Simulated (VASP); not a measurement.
Here is a VASP 6.6.1 calculation.

The input INCAR:

```
SYSTEM = C
  ALGO = Normal
  DIPOL = 0.5 0.5 0.357
  EDIFF = 1E-6
  ENCUT = 520
  GGA = PE
  IDIPOL = 3
  ISIF = 2
  ISMEAR = 0
  IVDW = 12
  LASPH = .TRUE.
  LCHARG = .FALSE.
  LDIPOL = .TRUE.
  LREAL = .FALSE.
  LWAVE = .FALSE.
  NBANDS = 16
  NELM = 100
  PREC = Accurate
  SIGMA = 0.1
```

KPOINTS

```
k-points
0
G
  15 15 1
  0 0 0
```

The input POSCAR:

```
C
1.0
    2.4656524409      0.0000000000      0.0000000000
   -1.2328262205      2.1353176508      0.0000000000
    0.0000000000      0.0000000000     17.5000663883
C
4
Direct
    0.6666666667      0.3333333333      0.2571437784
    0.3333333333      0.6666666667      0.2571418816
    1.0000000000      0.3333333333      0.4577163429
    0.6666666667      0.6666666667      0.4577144461
```

Potentials or basis: VASP PAW PBE potentials, release 64 (C).

Launch:

```sh
$ cat potpaw_PBE.64/C/POTCAR > POTCAR
$ mpirun -np 1 vasp_std > vasp.out
```

Question: Estimate the dispersion energy per atom.

Answer: -0.116 eV.

Question: Estimate the largest force.

Answer: 0.009 eV/Å.

Question: What does it give for the band gap on the k mesh?

Answer: 0.29 eV, direct.

Forces in eV/Å, atoms in the order of the input:
```
C   -0.006  0.001  0.007
C   -0.006 -0.001  0.007
C    0.006  0.001 -0.007
C    0.006 -0.001 -0.007
```
